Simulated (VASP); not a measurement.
Ag:

```
Ag
1.0
    -1.63328    1.63328    1.63328
     1.63328   -1.63328    1.63328
     1.63328    1.63328   -1.63328
Ag
1
Direct
  0.00000 0.00000 0.00000
```

Base run:

- Program: VASP 6.6.1
- Functional: r2SCAN
- Potentials or basis: VASP PAW PBE potentials, release 64 (Ag)
- Cutoff: 520 eV
- k mesh: 11 × 11 × 11
- Occupations: fermi-dirac, width 0.05 eV
- Spin: no spin polarisation

Its results: pressure 0.1 GPa.

Q: The run is repeated on the same cell with these changes: functional from r2SCAN to PBEsol. What comes out?

A: Pressure -4.1 GPa.

Caveats: the PAW data sets were made with another functional, which shifts forces and pressure a little.
